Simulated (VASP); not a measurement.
Write the native input for VASP 6.6.1 that does the following.

* Task: single point
* Functional: PBE
* Potentials or basis: VASP PAW PBE potentials, release 64 (I, Cu)
* Cutoff: 520 eV
* k mesh: 8 × 8 × 8
* Occupations: gaussian, width 0.019 eV
* Spin: no spin polarisation
* Dipole correction: no
* Further INCAR settings: ALGO = Normal; EDIFF = 1e-06; NBANDS = 16

The structure of CuI (Marshite) lies in POSCAR:

```
CuI
1.0
    0.0000000000      3.0315000000      3.0315000000
    3.0315000000      0.0000000000      3.0315000000
    3.0315000000      3.0315000000      0.0000000000
I Cu
1 1
Direct
    0.0000000000      0.0000000000      0.0000000000
    0.7500000000      0.7500000000      0.7500000000
```

These files were run (other wordings do the same):

INCAR

```
SYSTEM = CuI
PREC = Accurate
ENCUT = 520
EDIFF = 1E-6
ISMEAR = 0
SIGMA = 0.019000000000000003
LREAL = .FALSE.
LASPH = .TRUE.
NELM = 100
ALGO = Normal
ISIF = 2
LWAVE = .FALSE.
LCHARG = .FALSE.
GGA = PE
NBANDS = 16
```

KPOINTS

```
regular mesh
0
G
  8 8 8
  0 0 0
```

Potentials or basis: VASP PAW PBE potentials, release 64 (I, Cu).

Launch:

```console
$ cat potpaw_PBE.64/I/POTCAR potpaw_PBE.64/Cu/POTCAR > POTCAR
$ mpirun -np 1 vasp_std > vasp.out
```

It gave:

```
Pressure               : 0.7 GPa
Band gap on the k mesh : 1.14 eV, direct
```

Caveat: spin-orbit coupling is left out, which moves the levels of the heavy elements.

It took 12 s on 1 thread of Intel(R) Xeon(R) 6975P-C (Granite Rapids), with other jobs on the host, peak memory 0.18 GiB.
